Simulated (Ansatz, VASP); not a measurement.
One calculation of Bi, two programs

```xyz
6
Lattice="8.3137 0.0000 0.0000 0.0000 8.3137 0.0000 0.0000 0.0000 3.3004" Properties=species:S:1:pos:R:3 pbc="T T T"
Bi    1.0893    3.0676    0.0000
Bi    3.0676    7.2245    0.0000
Bi    7.2245    5.2461    0.0000
Bi    5.2461    1.0893    0.0000
Bi    0.0000    0.0000    0.0000
Bi    4.1569    4.1569    0.0000
```

Alike in both runs: functional PBE; k mesh 6 × 6 × 12; occupations gaussian, width 0.1 eV; no spin polarisation.

Ansatz relaxed the structure, and its values are those at the end. VASP's run is a single point on that final structure, the one shown.

|  | VASP | Ansatz |
| --- | --- | --- |
| version | VASP 6.6.1 | Ansatz 0.2.0 |
| potentials or method | VASP PAW PBE potentials, release 64 (Bi_d), cutoff 500 eV | scalar-relativistic, plane waves, PAW |
| valence electrons in the cell | 90 | 90 |

Ansatz gave:

| Property | Result |
| --- | --- |
| gap on the k mesh at the Fermi level (eV) | none |
| pressure (GPa) | 0.0 |
| rms of the force components (eV/Å) | 0.005 |

Which values does VASP return?

gap on the k mesh at the Fermi level (eV): none; pressure (GPa): -0.1; rms of the force components (eV/Å): 0.004.

A gap of «none» marks a metal or a gap that the smearing closes. The functional is the same, so the differences come from potentials, cutoffs and numerics.

Spin-orbit coupling is off throughout.
